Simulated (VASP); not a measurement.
# SrO (F-43m) in VASP: settings compared

The runs below take SrO through relaxation of cell and atoms, with PBEsol, LDA.

Everything below comes from runs of VASP 6.6.1. Logs are shortened: lines on timing, memory, paths and dates and some standing lists are left out, and cuts for length are marked.

## 1. The cell of the first run

Symmetry: F-43m, No. 216, cubic system. Conventional cell: a = 5.613 Å, b = 5.613 Å, c = 5.613 Å, α = 90.00°, β = 90.00°, γ = 90.00°. Within 3.2 Å of Sr (site symmetry -43m) lie 4 O at 2.43 Å. Within 3.2 Å of O (site symmetry -43m) lie 4 Sr at 2.43 Å.

## 2. Relaxation of cell and atoms, PBEsol

Contents of INCAR:

```
SYSTEM = SrO
  PREC = Accurate
  ENCUT = 600
  EDIFF = 1E-7
  ISMEAR = -1
  SIGMA = 0.02
  LREAL = .FALSE.
  LASPH = .TRUE.
  NELM = 60
  ALGO = Normal
  ISIF = 3
  LWAVE = .FALSE.
  LCHARG = .FALSE.
  GGA = PS
  IBRION = 2
  NSW = 80
  EDIFFG = -0.005
```

Contents of KPOINTS:

```
regular mesh
0
G
  8 8 8
  0 0 0
```

Contents of POSCAR:

```
SrO
1.0
    0.0000000000      2.8063986452      2.8063986452
    2.8063986452      0.0000000000      2.8063986452
    2.8063986452      2.8063986452      0.0000000000
Sr O
1 1
Direct
    0.0000000000      0.0000000000      0.0000000000
    0.2500000000      0.2500000000      0.2500000000
```

Potentials or basis: VASP PAW PBE potentials, release 64 (Sr_sv, O).

Started as:

```sh
$ cat potpaw_PBE.64/Sr_sv/POTCAR potpaw_PBE.64/O/POTCAR > POTCAR
$ mpirun -np 1 vasp_std > vasp.out
```

OUTCAR:

```text
SYSTEM = SrO
   PREC = Accurate
   ENCUT = 600
   EDIFF = 1E-7
   ISMEAR = -1
   LREAL = .FALSE.
   LASPH = .TRUE.
   NELM = 60
   ISIF = 3
   GGA = PS
   IBRION = 2
   NSW = 80
   EDIFFG = -0.005

 ion  position               nearest neighbor table
   1  0.000  0.000  0.000-   2 2.43   2 2.43   2 2.43   2 2.43
   2  0.250  0.250  0.250-   1 2.43   1 2.43   1 2.43   1 2.43

  LATTYP: Found a face centered cubic cell.
 ALAT       =     5.6127972904

  Lattice vectors:

 A1 = (   0.0000000000,   2.8063986452,   2.8063986452)
 A2 = (   2.8063986452,   0.0000000000,   2.8063986452)
 A3 = (   2.8063986452,   2.8063986452,   0.0000000000)

Analysis of symmetry for initial positions (statically):
=====================================================================
 Subroutine PRICEL returns:
 Original cell was already a primitive cell.

 Routine SETGRP: Setting up the symmetry group for a
 face centered cubic supercell.

 Subroutine GETGRP returns: Found 24 space group operations
 (whereof 24 operations were pure point group operations)
 out of a pool of 48 trial point group operations.

The static configuration has the point symmetry T_d .

Analysis of symmetry for dynamics (positions and initial velocities):
=====================================================================
 Subroutine PRICEL returns:
 Original cell was already a primitive cell.

 Routine SETGRP: Setting up the symmetry group for a
 face centered cubic supercell.

 Subroutine GETGRP returns: Found 24 space group operations
 (whereof 24 operations were pure point group operations)
 out of a pool of 48 trial point group operations.

The dynamic configuration has the point symmetry T_d .

 Subroutine INISYM returns: Found 24 space group operations
 (whereof 24 operations are pure point group operations),
 and found     1 'primitive' translations

----------------------------------------------------------------------------------------

                                     Primitive cell

  volume of cell :      44.2057

  direct lattice vectors                    reciprocal lattice vectors
     0.000000000  2.806398645  2.806398645    -0.178164282  0.178164282  0.178164282
     2.806398645  0.000000000  2.806398645     0.178164282 -0.178164282  0.178164282
     2.806398645  2.806398645  0.000000000     0.178164282  0.178164282 -0.178164282

  length of vectors
     3.968847025  3.968847025  3.968847025     0.308589589  0.308589589  0.308589589

  position of ions in fractional coordinates (direct lattice)
[... 100 lines left out ...]
  volume/ion in A,a.u.               =      22.10       149.16
  Fermi-wavevector in a.u.,A,eV,Ry     =   1.166690  2.204724 18.519781  1.361165
  Thomas-Fermi vector in A             =   2.303200
   LORBIT       =      0    0 simple, 1 ext, 2 COOP (PROOUT), +10 PAW based schemes
   GGA     = PS    functional components
   LHFCALC =     F    Hartree Fock is set to
   AEXX    =    0.0000 exact exchange contribution
   IVDW    =     0    specifies the selected vdW correction
   LEPSILON=     F    determine dielectric tensor
   LRPA    =     F    only Hartree local field effects (RPA)
 conjugate gradient relaxation of ions
 non-spin polarized calculation
  energy-cutoff  :      600.00
  volume of cell :       44.21
 maximum number of plane-waves:      1490
   NGX = 15   NGY = 15   NGZ = 15

--------------------------------------- Ionic step        1  -------------------------------------------

 number of electron      16.0000004 magnetization

 Free energy of the ion-electron system (eV)
  ---------------------------------------------------
  ext. energy  EPLUGINS =         0.00000000
  ---------------------------------------------------
  free energy    TOTEN  =       -12.26519809 eV

  energy without entropy =      -12.26519809  energy(sigma->0) =      -12.26519809

------------------------ aborting loop because EDIFF is reached ----------------------------------------

  FORCE on cell =-STRESS in cart. coord.  units (eV):
  Direction    XX          YY          ZZ          XY          YZ          ZX
  --------------------------------------------------------------------------------------
  -------------------------------------------------------------------------------------
  Total       -0.5591616     -0.5591616     -0.5591616      0.0000000     -0.0000000      0.0000000
  in kB      -20.2660827    -20.2660827    -20.2660827      0.0000000     -0.0000000      0.0000000
  external PRESSURE =     -20.2660827 kB  Pullay stress =       0.0000000 kB
[... 59 lines left out ...]
--------------------------------------- Ionic step        3  -------------------------------------------

 number of electron      16.0000001 magnetization

 Free energy of the ion-electron system (eV)
  ---------------------------------------------------
  ext. energy  EPLUGINS =         0.00000000
  ---------------------------------------------------
  free energy    TOTEN  =       -12.27454844 eV

  energy without entropy =      -12.27454844  energy(sigma->0) =      -12.27454844

 E-fermi :   0.7409     XC(G=0):  -8.9294

 val. band max:        0.1988857082   @ k =  -0.2500   0.5000   0.2500
 cond. band min:       2.6421334019   @ k =   0.0000   0.0000   0.0000
 fundamental gap:      2.4432476937
 Fermi energy:         0.7409103496

 k-point     1 :       0.0000    0.0000    0.0000
  band No.  band energies     occupation
      1     -31.8251      2.00000
      2     -14.5111      2.00000
      3     -13.7276      2.00000
      4     -13.7276      2.00000
      5     -13.7276      2.00000
      6      -0.6992      2.00000
      7      -0.6992      2.00000
      8      -0.6992      2.00000
      9       2.6421      0.00000
     10       8.3066      0.00000
     11       8.3066      0.00000
     12       9.6723      0.00000
[... 331 lines left out ...]
 k-point    24 :      -0.3750    0.2500    0.1250
  band No.  band energies     occupation
      1     -31.7462      2.00000
      2     -15.9026      2.00000
      3     -14.0575      2.00000
      4     -13.8805      2.00000
      5     -12.4042      2.00000
      6      -0.5364      2.00000
      7      -0.4535      2.00000
      8      -0.0936      2.00000
      9       5.0730      0.00000
     10       6.3846      0.00000
     11       8.0553      0.00000
     12       9.2193      0.00000

 [... further k-points ...]

------------------------ aborting loop because EDIFF is reached ----------------------------------------

  FORCE on cell =-STRESS in cart. coord.  units (eV):
  Direction    XX          YY          ZZ          XY          YZ          ZX
  --------------------------------------------------------------------------------------
  -------------------------------------------------------------------------------------
  Total        0.0008069      0.0008069      0.0008069     -0.0000000     -0.0000000      0.0000000
  in kB        0.0302294      0.0302294      0.0302294     -0.0000000     -0.0000000      0.0000000
  external PRESSURE =       0.0302294 kB  Pullay stress =       0.0000000 kB
[... 17 lines left out ...]
  FREE ENERGIE OF THE ION-ELECTRON SYSTEM (eV)
  ---------------------------------------------------
  free  energy   TOTEN  =       -12.2745484363 eV

  energy  without entropy=      -12.2745484363  energy(sigma->0) =      -12.27454844

 reached required accuracy - stopping structural energy minimisation
```

OSZICAR:

```text
N       E                     dE             d eps       ncg     rms          rms(c)
DAV:   1     0.905443089452E+02    0.90544E+02   -0.90984E+03   696   0.140E+03
DAV:   2    -0.100730079846E+02   -0.10062E+03   -0.91905E+02   964   0.260E+02
DAV:   3    -0.149825595124E+02   -0.49096E+01   -0.48715E+01   888   0.579E+01
[... 31 lines left out ...]
DAV:   4    -0.122744729799E+02    0.25616E-03   -0.18351E-03  1108   0.303E-01    0.199E-01
DAV:   5    -0.122745343454E+02   -0.61365E-04   -0.90536E-05   844   0.917E-02    0.798E-02
DAV:   6    -0.122745492484E+02   -0.14903E-04   -0.22503E-04  1112   0.956E-02    0.134E-02
DAV:   7    -0.122745483853E+02    0.86306E-06   -0.20344E-06   836   0.141E-02    0.414E-03
DAV:   8    -0.122745484363E+02   -0.51018E-07   -0.43447E-07  1040   0.424E-03
   3 F= -.12274548E+02 E0= -.12274548E+02  d E =-.935034E-02
```

Run time: 60 s. Hardware: 1 thread of Intel Xeon 8259CL, shared host; peak memory 0.19 GiB.

What came out:

```
Free energy                           : -12.2745 eV
Relaxed volume                        : 21.38 Å³/atom
Relaxed cell                          : a = 3.925 Å, b = 3.925 Å, c = 3.925 Å, α = 60.00°, β = 60.00°, γ = 60.00°
Space group after relaxing (to 0.1 Å) : F-43m (No. 216)
Energy gained by relaxing             : 4.7 meV/atom
Ionic steps                           : 3
Pressure after relaxing               : 0.0 GPa
Band gap on the k mesh                : 2.44 eV (least direct gap 3.34 eV)
```

Step by step:
| step | energy change (eV) | largest force (eV/Å) | pressure (GPa) | volume (Å³) |
| --- | --- | --- | --- | --- |
| 1 | 0.0000 | 0.0000 | -2.03 | 44.21 |
| 2 | -0.0088 | 0.0000 | 0.52 | 42.44 |
| 3 | -0.0094 | 0.0000 | 0.00 | 42.77 |

Final structure:
```yaml
crystal:
  lattice:
    - [0.00000, 2.77565, 2.77565]
    - [2.77565, 0.00000, 2.77565]
    - [2.77565, 2.77565, 0.00000]
  atoms:
    - { symbol: Sr, position: [0.00000, 0.00000, 0.00000] }
    - { symbol: O, position: [0.25000, 0.25000, 0.25000] }
```

Levels at points of the mesh, in eV from the valence-band top:
```csv
k point,band 6,band 7,band 8,band 9,band 10,band 11
"(0.00, 0.00, 0.00)",-0.90,-0.90,-0.90,2.44,8.11,8.11
"(0.50, 0.00, 0.00)",-0.74,-0.57,-0.57,5.25,7.10,7.64
"(0.50, 0.50, 0.00)",-1.50,-0.01,-0.01,4.52,5.71,9.76
```

Caveat: the PAW data sets were made with another functional, which shifts forces and pressure a little. A k mesh can miss the band edges.

## 3. Relaxation of cell and atoms, LDA

Contents of INCAR:

```
PREC = Accurate
ENCUT = 600
EDIFF = 1E-7
ISMEAR = -1
SIGMA = 0.02
LREAL = False
LASPH = True
NELM = 60
ALGO = Normal
ISIF = 3
LWAVE = False
LCHARG = False
IBRION = 2
NSW = 80
EDIFFG = -0.005
```

Contents of KPOINTS:

```
regular mesh
0
Gamma
  8 8 8
```

POSCAR is that of step 2.

Potentials or basis: VASP PAW LDA potentials, release 64 (Sr_sv, O).

Started as:

```sh
$ cat potpaw_LDA.64/Sr_sv/POTCAR potpaw_LDA.64/O/POTCAR > POTCAR
$ mpirun -np 1 vasp_std > vasp.out
```

Wall time 47 s (1 thread of Intel Xeon 8259CL, shared host); peak memory 0.17 GiB.

Results (log left out):

| Quantity | Value |
| --- | --- |
| Free energy | -12.9537 eV |
| Relaxed volume | 20.68 Å³/atom |
| Relaxed cell | a = 3.882 Å, b = 3.882 Å, c = 3.882 Å, α = 60.00°, β = 60.00°, γ = 60.00° |
| Space group after relaxing (to 0.1 Å) | F-43m (No. 216) |
| Energy gained by relaxing | 19.8 meV/atom |
| Ionic steps | 3 |
| Pressure after relaxing | 0.0 GPa |
| Band gap on the k mesh | 2.43 eV (least direct gap 3.42 eV) |

The path:
| step | energy change (eV) | largest force (eV/Å) | pressure (GPa) | volume (Å³) |
| --- | --- | --- | --- | --- |
| 1 | 0.0000 | 0.0000 | -4.19 | 44.21 |
| 2 | -0.0364 | 0.0000 | 1.39 | 40.61 |
| 3 | -0.0395 | 0.0000 | 0.00 | 41.35 |

Final structure:
```
CELL_PARAMETERS angstrom
0.00000 2.74466 2.74466
2.74466 0.00000 2.74466
2.74466 2.74466 0.00000
ATOMIC_POSITIONS crystal
Sr 0.00000 0.00000 0.00000
O 0.25000 0.25000 0.25000
```

Levels at points of the mesh, in eV from the valence-band top:
| k point | band 5 | band 6 | band 7 | band 8 | band 9 | band 10 | band 11 | band 12 |
| --- | --- | --- | --- | --- | --- | --- | --- | --- |
| (0.00, 0.00, 0.00) | -13.72 | -0.98 | -0.98 | -0.98 | 2.43 | 8.18 | 8.18 | 9.60 |
| (0.50, 0.00, 0.00) | -12.60 | -0.76 | -0.62 | -0.62 | 5.22 | 7.21 | 7.70 | 7.70 |
| (0.50, 0.50, 0.00) | -12.23 | -1.60 | 0.00 | 0.00 | 4.46 | 5.72 | 9.93 | 10.23 |

A k mesh can miss the band edges.
